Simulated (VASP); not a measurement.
Input of a VASP 6.6.1 run:

The input INCAR:

```
  PREC = Accurate
  ENCUT = 500
  EDIFF = 1E-6
  ISMEAR = -4
  SIGMA = 0.1
  LREAL = False
  LASPH = True
  NELM = 120
  ALGO = Normal
  ISIF = 2
  LWAVE = False
  LCHARG = True
  GGA = RE
  LELF = True
  LVHAR = True
  NBANDS = 22
  GGA_COMPAT = False
```

Contents of KPOINTS:

```
regular mesh
0
Gamma
  2 2 3
```

File POSCAR:

```
Bi
1.0
    3.4885980000     -3.1325780000      0.0000000000
    3.4885980000      3.1325780000      0.0000000000
   -1.2602350000      0.0000000000      3.1135500000
Bi
2
Direct
    0.2469390000      0.2469390000      0.1426180000
    0.7530610000      0.7530610000      0.8573820000
```

Potentials or basis: VASP PAW PBE potentials, release 64 (Bi_d).

Run with:

```bash
$ cat potpaw_PBE.64/Bi_d/POTCAR > POTCAR
$ mpirun -np 1 vasp_std > vasp.out
```

(1) What does it give for the pressure?

(2) Predict the largest force.

Answers

(1) 3.0 GPa.

(2) 0.645 eV/Å.

Caveat: the k points lie up to 0.70 Å⁻¹ apart; the PAW data sets were made with another functional, which shifts forces and pressure a little.
